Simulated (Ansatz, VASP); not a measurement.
**ZrSe2 in VASP and in Ansatz**

```
Se Zr
1.0
     3.75453    0.00000    0.00000
    -1.87727    3.25152    0.00000
     0.00000    0.00000   30.12000
Se Zr
2 1
Direct
  0.33333 0.66667 0.23194
  0.66667 0.33333 0.33778
  0.00000 0.00000 0.28486
```

Alike in both runs: functional PBE; dispersion D3(BJ); k mesh 12 × 12 × 1; occupations gaussian, width 0.03 eV; no spin polarisation.

Ansatz relaxed the structure, and its values are those at the end. VASP's run is a single point on that final structure, the one shown.

|  | VASP | Ansatz |
| --- | --- | --- |
| version | VASP 6.6.1 | Ansatz 0.2.0 |
| potentials or method | VASP PAW PBE potentials, release 64 (Se, Zr_sv), cutoff 400 eV | scalar-relativistic, plane waves, PAW |
| valence electrons in the cell | 24 | 44 |

|  | VASP | Ansatz | Ansatz less VASP |
| --- | --- | --- | --- |
| gap on the k mesh at the Fermi level (eV) | 0.38 | 0.38 | +0.001 |
| least direct gap on the mesh (eV) | 1.10 | 1.10 | +0.002 |
| rms of the force components (eV/Å) | 0.009 | 0.000 | -0.0088 |

VASP's potentials hold 24 valence electrons a cell and Ansatz's 44, so a difference there can come from the potentials and not from the codes. Ansatz's warnings: slab cell height set, structure snapped to symmetry.
